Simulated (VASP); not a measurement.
CaF2: single point with BLYP

Crystal: CaF2.

```
Ca F
1.0
     0.00000    2.71267    2.71267
     2.71267    0.00000    2.71267
     2.71267    2.71267    0.00000
Ca F
1 2
Direct
  0.00000 0.00000 0.00000
  0.75000 0.75000 0.75000
  0.25000 0.25000 0.25000
```

```json
{"Program": "VASP 6.6.1", "Task": "single point", "Functional": "BLYP", "Potentials or basis": "VASP PAW PBE potentials, release 64 (Ca_sv, F)", "Cutoff": "600 eV", "k mesh": "8 × 8 × 8", "Occupations": "fermi-dirac, width 0.05 eV", "Spin": "no spin polarisation", "Dipole correction": "no", "Further INCAR settings": "ALGO = Normal; EDIFF = 1e-06; NBANDS = 19"}
```

```
Pressure               : 6.3 GPa
Band gap on the k mesh : 7.52 eV (least direct gap 7.78 eV)
```

Levels at points of the mesh, in eV from the valence-band top:
| k point | band 10 | band 11 | band 12 | band 13 | band 14 | band 15 |
| --- | --- | --- | --- | --- | --- | --- |
| (0.00, 0.00, 0.00) | -0.26 | -0.26 | -0.26 | 7.52 | 9.24 | 9.24 |
| (0.50, 0.00, 0.00) | -1.25 | -0.84 | -0.84 | 9.46 | 9.46 | 9.89 |
| (0.50, 0.50, 0.00) | -0.38 | -0.38 | 0.00 | 8.21 | 9.65 | 10.17 |

Wall time 57 s on 1 thread of Intel Xeon 8259CL (shared host), peak memory 0.19 GiB.

Caveat: the cell stands under pressure; the PAW data sets were made with another functional, which shifts forces and pressure a little. A k mesh can miss the band edges.
